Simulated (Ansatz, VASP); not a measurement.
Two plane-wave programs on Nb

```xyz
1
Lattice="2.8643 0.0000 0.0000 -1.4321 2.4805 0.0000 0.0000 0.0000 2.7252" Properties=species:S:1:pos:R:3 pbc="T T T"
Nb    0.0000    0.0000    0.0000
```

Alike in both runs: functional PBE; k mesh 15 × 15 × 14; occupations fermi-dirac, width 0.05 eV; no spin polarisation.

Ansatz relaxed the structure, and its values are those at the end. VASP's run is a single point on that final structure, the one shown.

|  | VASP | Ansatz |
| --- | --- | --- |
| version | VASP 6.6.1 | Ansatz 0.2.0 |
| potentials or method | VASP PAW PBE potentials, release 64 (Nb_sv) | PAW with Ansatz's default frozen-core files, scalar-relativistic |
| plane-wave cutoff (eV) | 520 | 420 |
| valence electrons in the cell | 13 | 13 |

VASP gave:

| Property | Result |
| --- | --- |
| pressure (GPa) | -0.2 |

Task: Estimate Ansatz's values.

Result: Pressure (GPa): 0.0.
